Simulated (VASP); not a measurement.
# W2S (R3m) in VASP: single point with PBE

Aim: the single point of W2S with PBE.

Program: VASP 6.6.1. These are calculated values, not measurements. Logs are shortened: lines on timing, memory, paths and dates and some standing lists are left out, and cuts for length are marked.

## (1) The cell of the first run

The structure is trigonal, space group R3m (No. 160). The conventional cell has a = 3.086 Å, b = 3.086 Å, c = 16.398 Å, α = 90.00°, β = 90.00°, γ = 120.00°. Within 3.4 Å of W (site symmetry 3m) lie 3 S at 2.45 Å and 10 W at 2.80 to 3.31 Å. W (site symmetry 3m) has 3 S at 2.41 Å and 10 W at 2.80 to 3.31 Å within 3.4 Å. Within 3.2 Å of S (site symmetry 3m) lie 6 W at 2.41 to 2.45 Å and 6 S at 3.09 Å.

## (2) Single point, PBE

The input, INCAR:

```
PREC     = Accurate       # precision mode
ENCUT    = 520            # plane-wave cutoff, eV
EDIFF    = 1E-6           # SCF threshold, eV
ISMEAR   = 0              # smearing method
SIGMA    = 0.1            # smearing width, eV
LREAL    = False          # projectors in reciprocal space
LASPH    = True           # aspherical terms in the spheres
NELM     = 80             # most SCF steps
ALGO     = Normal         # electronic algorithm
ISIF     = 2              # what is computed and relaxed
LWAVE    = False          # write WAVECAR
LCHARG   = False          # write CHGCAR
GGA      = PE             # functional
NBANDS   = 24             # bands
```

The input, KPOINTS:

```
regular mesh
0
Gamma
  18 18 18
```

The input, POSCAR:

```
W2S
1.0
    1.5429026797      0.8907952775      5.4659899573
   -1.5429026797      0.8907952775      5.4659899573
    0.0000000000     -1.7815905549      5.4659899573
W S
2 1
Direct
    0.2319432623      0.2319432623      0.2319432623
    0.4336114222      0.4336114222      0.4336114222
    0.0011453155      0.0011453155      0.0011453155
```

Potentials or basis: VASP PAW PBE potentials, release 64 (W_sv, S).

On the command line:

```
$ cat potpaw_PBE.64/W_sv/POTCAR potpaw_PBE.64/S/POTCAR > POTCAR
$ mpirun -np 1 vasp_std > vasp.out
```

OUTCAR:

```text
PREC = Accurate
   ENCUT = 520
   EDIFF = 1E-6
   ISMEAR = 0
   LREAL = False
   LASPH = True
   NELM = 80
   ISIF = 2
   GGA = PE

 ion  position               nearest neighbor table
   1  0.232  0.232  0.232-   3 2.45   3 2.45   3 2.45   2 2.80   2 2.80   2 2.80   2 3.31
   2  0.434  0.434  0.434-   3 2.41   3 2.41   3 2.41   1 2.80   1 2.80   1 2.80   1 3.31
   3  0.001  0.001  0.001-   2 2.41   2 2.41   2 2.41   1 2.45   1 2.45   1 2.45

  LATTYP: Found a trigonal (rhomboedric) cell.
 ALAT       =     5.7490095772
 COS(alpha) =     0.8559474342

  Lattice vectors:

 A1 = (   1.5429026797,   0.8907952775,   5.4659899573)
 A2 = (  -1.5429026797,   0.8907952775,   5.4659899573)
 A3 = (   0.0000000000,  -1.7815905549,   5.4659899573)

Analysis of symmetry for initial positions (statically):
=====================================================================
 Subroutine PRICEL returns:
 Original cell was already a primitive cell.

 Routine SETGRP: Setting up the symmetry group for a
 trigonal (rhombohedral) supercell.

 Subroutine GETGRP returns: Found  6 space group operations
 (whereof  6 operations were pure point group operations)
 out of a pool of 12 trial point group operations.

The static configuration has the point symmetry C_3v.

Analysis of symmetry for dynamics (positions and initial velocities):
=====================================================================
 Subroutine PRICEL returns:
 Original cell was already a primitive cell.

 Routine SETGRP: Setting up the symmetry group for a
 trigonal (rhombohedral) supercell.

 Subroutine GETGRP returns: Found  6 space group operations
 (whereof  6 operations were pure point group operations)
 out of a pool of 12 trial point group operations.

The dynamic configuration has the point symmetry C_3v.

 Subroutine INISYM returns: Found  6 space group operations
 (whereof  6 operations are pure point group operations),
 and found     1 'primitive' translations

----------------------------------------------------------------------------------------

                                     Primitive cell

  volume of cell :      45.0751

  direct lattice vectors                    reciprocal lattice vectors
     1.542902680  0.890795277  5.465989957     0.324064509  0.187098732  0.060983159
    -1.542902680  0.890795277  5.465989957    -0.324064509  0.187098732  0.060983159
     0.000000000 -1.781590555  5.465989957     0.000000000 -0.374197464  0.060983159

  length of vectors
     5.749009577  5.749009577  5.749009577     0.379134128  0.379134128  0.379134128
[... 83 lines left out ...]
   EDIFF  = 0.1E-05   stopping-criterion for ELM
   LREAL  =      F    real-space projection
   EDIFFG = 0.1E-04   stopping-criterion for IOM
   NSW    =      0    number of steps for IOM
   IBRION =     -1    ionic relax: 0-MD 1-quasi-New 2-CG
   NFREE  =      0    steps in history (QN), initial steepest desc. (CG)
   ISIF   =      2    stress and relaxation
   ISYM   =      2    0-nonsym 1-usesym 2-fastsym
   POTIM  = 0.5000    time-step for ionic-motion
   TEBEG  =    0.0;   TEEND  =   0.0 temperature during run
   PSTRESS=    0.0 pullay stress
   NELECT =      34.0000    total number of electrons
   NUPDOWN=      -1.0000    fix difference up-down
   EMIN   =  10.00;   EMAX   =-10.00  energy-range for DOS
   EFERMI =   0.00;   METHOD = LEGACY
   ISMEAR =     0;   SIGMA  =   0.10  broadening in eV -4-tet -1-fermi 0-gaus
   EFERMI_NEDOS =   21; number of points for ismear=-14 and -15
   IALGO  =     38    algorithm
   IMIX   =      4    mixing-type and parameters
     AMIX     =   0.40;   BMIX     =  1.00
     AMIX_MAG =   1.60;   BMIX_MAG =  1.00
  volume/ion in A,a.u.               =      15.03       101.39
  Fermi-wavevector in a.u.,A,eV,Ry     =   1.490238  2.816141 30.215944  2.220809
  Thomas-Fermi vector in A             =   2.603045
   LORBIT       =      0    0 simple, 1 ext, 2 COOP (PROOUT), +10 PAW based schemes
   GGA     = PE    functional components
   LHFCALC =     F    Hartree Fock is set to
   AEXX    =    0.0000 exact exchange contribution
   IVDW    =     0    specifies the selected vdW correction
   LEPSILON=     F    determine dielectric tensor
   LRPA    =     F    only Hartree local field effects (RPA)
 non-spin polarized calculation
 Gauss-broadening in eV      SIGMA  =   0.10
  energy-cutoff  :      520.00
  volume of cell :       45.08
 maximum number of plane-waves:      1229
 NGX is ok and might be reduce to    48
   NGX = 21   NGY = 21   NGZ = 21

 number of electron      34.0000000 magnetization

 Free energy of the ion-electron system (eV)
  ---------------------------------------------------
  ext. energy  EPLUGINS =         0.00000000
  ---------------------------------------------------
  free energy    TOTEN  =       -30.01702628 eV

  energy without entropy =      -30.00945700  energy(sigma->0) =      -30.01324164

 E-fermi :  11.3918     XC(G=0): -13.0781

 val. band max:       11.3914642879   @ k =  -0.4444  -0.4444   0.2222
 cond. band min:      11.3929416781   @ k =  -0.3889   0.3333   0.0556
 fundamental gap:      0.0014773902
 Fermi energy:        11.3918056601

 k-point     1 :       0.0000    0.0000    0.0000
  band No.  band energies     occupation
      1     -62.8511      2.00000
      2     -62.7698      2.00000
      3     -27.4527      2.00000
      4     -26.8979      2.00000
      5     -26.8979      2.00000
      6     -26.7760      2.00000
[... 637 lines left out ...]
     23      16.2935      0.00000
     24      18.5130      0.00000

 [... further k-points ...]

------------------------ aborting loop because EDIFF is reached ----------------------------------------

  FORCE on cell =-STRESS in cart. coord.  units (eV):
  Direction    XX          YY          ZZ          XY          YZ          ZX
  --------------------------------------------------------------------------------------
  -------------------------------------------------------------------------------------
  Total        0.0867919      0.0867919      0.1386374      0.0000000      0.0000000      0.0000000
  in kB        3.0849874      3.0849874      4.9278147      0.0000000      0.0000000      0.0000000
  external PRESSURE =       3.6992632 kB  Pullay stress =       0.0000000 kB

 VOLUME and BASIS-vectors are now :
 -----------------------------------------------------------------------------
  energy-cutoff  :      520.00
  volume of cell :       45.08
      direct lattice vectors                 reciprocal lattice vectors
     1.542902680  0.890795277  5.465989957     0.324064509  0.187098732  0.060983159
    -1.542902680  0.890795277  5.465989957    -0.324064509  0.187098732  0.060983159
     0.000000000 -1.781590555  5.465989957     0.000000000 -0.374197464  0.060983159

 POSITION                                       TOTAL-FORCE (eV/Angst)
 -----------------------------------------------------------------------------------
      0.00000      0.00000      3.80340         0.000000     -0.000000     -0.028482
      0.00000      0.00000      7.11035         0.000000      0.000000      0.031781
      0.00000      0.00000      0.01878         0.000000     -0.000000     -0.003299
 -----------------------------------------------------------------------------------
    total drift:                                0.000000     -0.000000      0.000309

  FREE ENERGIE OF THE ION-ELECTRON SYSTEM (eV)
  ---------------------------------------------------
  free  energy   TOTEN  =       -30.0170262797 eV

  energy  without entropy=      -30.0094570010  energy(sigma->0) =      -30.01324164
```

OSZICAR:

```text
N       E                     dE             d eps       ncg     rms          rms(c)
DAV:   1     0.357870652127E+03    0.35787E+03   -0.19793E+04 27888   0.158E+03
DAV:   2    -0.165776352856E+02   -0.37445E+03   -0.36339E+03 30904   0.475E+02
DAV:   3    -0.311576547911E+02   -0.14580E+02   -0.14251E+02 34960   0.908E+01
DAV:   4    -0.313607068335E+02   -0.20305E+00   -0.20284E+00 29768   0.114E+01
DAV:   5    -0.313636112028E+02   -0.29044E-02   -0.29041E-02 35032   0.141E+00    0.306E+01
DAV:   6    -0.302253462381E+02    0.11383E+01   -0.21814E+00 32128   0.123E+01    0.129E+01
DAV:   7    -0.300551926325E+02    0.17015E+00   -0.92902E-01 30920   0.814E+00    0.255E+00
DAV:   8    -0.300299186365E+02    0.25274E-01   -0.27615E-01 32448   0.520E+00    0.137E+00
DAV:   9    -0.300171732597E+02    0.12745E-01   -0.50139E-02 32712   0.245E+00    0.327E-01
DAV:  10    -0.300170274113E+02    0.14585E-03   -0.44044E-03 30688   0.621E-01    0.127E-01
DAV:  11    -0.300170112742E+02    0.16137E-04   -0.21040E-04 34256   0.164E-01    0.611E-02
DAV:  12    -0.300170293368E+02   -0.18063E-04   -0.76860E-05 35504   0.804E-02    0.127E-02
DAV:  13    -0.300170266838E+02    0.26530E-05   -0.20386E-05 34888   0.540E-02    0.958E-03
DAV:  14    -0.300170262797E+02    0.40408E-06   -0.13821E-06 18824   0.123E-02
   1 F= -.30017026E+02 E0= -.30013242E+02  d E =-.756928E-02
```

It took 26 min on 1 thread of Intel Xeon Platinum 8259CL at 2.50GHz (Skylake/Cascade Lake), shared host; peak memory 0.72 GiB.

Results:

| Item | Value |
| --- | --- |
| Free energy | -30.0170 eV |
| Pressure | 0.4 GPa |
| Largest force | 0.032 eV/Å |
| Band gap on the k mesh | zero (bands 17 and 18 overlap by 2.02 eV) |

Forces on the atoms (eV/Å):
```
W    0.000  0.000 -0.028
W    0.000  0.000  0.032
S    0.000  0.000 -0.003
```

Levels at points of the mesh, in eV from the Fermi level:
```
           k point  band 14  band 15  band 16  band 17  band 18  band 19  band 20  band 21
(0.00, 0.00, 0.00)    -1.73    -1.73    -1.68    -1.54    -0.33    -0.33     0.79     0.79
(0.50, 0.00, 0.00)    -3.24    -2.72    -1.33    -1.27     2.06     2.83     3.22     4.03
(0.50, 0.50, 0.00)    -4.13    -2.31    -0.30     1.18     1.54     2.88     2.95     3.41
(0.50, 0.50, 0.50)    -1.95    -1.64    -1.64    -0.41    -0.41     0.49     1.67     1.67
```

Caveat: spin-orbit coupling is left out, which moves the levels of the heavy elements.
